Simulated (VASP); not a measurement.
Set up this calculation in VASP 6.6.1, as the native input.

| Item | Value |
| --- | --- |
| Task | single point |
| Functional | PBE |
| Potentials or basis | VASP PAW PBE potentials, release 64 (Hf_pv, O) |
| Cutoff | 520 eV |
| k mesh | 6 × 6 × 6 |
| Occupations | gaussian, width 0.1 eV |
| Spin | no spin polarisation |
| Dipole correction | no |
| Further INCAR settings | ALGO = Normal; EDIFF = 1e-07; NBANDS = 29 |

The structure of Hf3O2 lies in POSCAR:

```
Hf3O2
1.0
    1.5730970531      0.9082280071      8.2796617367
   -1.5730970531      0.9082280071      8.2796617367
    0.0000000000     -1.8164560142      8.2796617367
Hf O
3 2
Direct
    0.0000000000      0.0000000000      0.0000000000
    0.2155396662      0.2155396662      0.2155396662
    0.7844603338      0.7844603338      0.7844603338
    0.3945424288      0.3945424288      0.3945424288
    0.6054575712      0.6054575712      0.6054575712
```

One way to write it, as run:

INCAR

```
PREC = Accurate ; ENCUT = 520
EDIFF = 1E-7 ; ISMEAR = 0
SIGMA = 0.1 ; LREAL = F
LASPH = T ; NELM = 100
ALGO = Normal ; ISIF = 2
LWAVE = F ; LCHARG = F
GGA = PE ; NBANDS = 29
```

KPOINTS

```
regular mesh
0
Gamma
  6 6 6
```

Potentials or basis: VASP PAW PBE potentials, release 64 (Hf_pv, O).

Run with:

```console
$ cat potpaw_PBE.64/Hf_pv/POTCAR potpaw_PBE.64/O/POTCAR > POTCAR
$ mpirun -np 1 vasp_std > vasp.out
```

It gave:

The pressure is -1.8 GPa. The largest force is 0.121 eV/Å and the band gap on the k mesh is zero (bands 21 and 22 overlap by 1.09 eV).

Caveat: the k points lie up to 0.39 Å⁻¹ apart, too coarse for converged energies and pressures of a metal; spin-orbit coupling is left out, which moves the levels of the heavy elements.

Run time: 10 min on 1 thread of Intel(R) Xeon(R) Platinum 8259CL CPU @ 2.50GHz (Skylake/Cascade Lake) (shared host), peak memory 0.56 GiB.
